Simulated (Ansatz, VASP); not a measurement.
**Hf in VASP and in Ansatz**

```xyz
4
Lattice="3.2032 0.0000 0.0000 -1.6016 2.7741 0.0000 0.0000 0.0000 14.3990" Properties=species:S:1:pos:R:3 pbc="T T T"
Hf    2.4024    0.4623    3.5000
Hf   -0.8008    2.3117    5.8666
Hf    2.4024    0.4623    8.5324
Hf   -0.8008    2.3117   10.8990
```

Alike in both runs: task single point; functional PBE; k mesh 12 × 12 × 1; occupations fermi-dirac, width 0.1 eV; no spin polarisation.

|  | VASP | Ansatz |
| --- | --- | --- |
| version | VASP 6.6.1 | Ansatz 0.2.0 |
| potentials or method | VASP PAW PBE potentials, release 64 (Hf_pv), cutoff 520 eV | all-electron LAPW, scalar-relativistic |

Ansatz gave:

| Property | Result |
| --- | --- |
| rms of the force components (eV/Å) | 0.023 |

Task: Which values does VASP return?

Result: rms of the force components (eV/Å): 0.005.

Atom by atom the forces differ by 0.025 eV/Å (rms over components). Ansatz ran all-electron here, and VASP with PAW potentials. Ansatz's warnings: vacuum density over bound.

Spin-orbit coupling is off throughout.
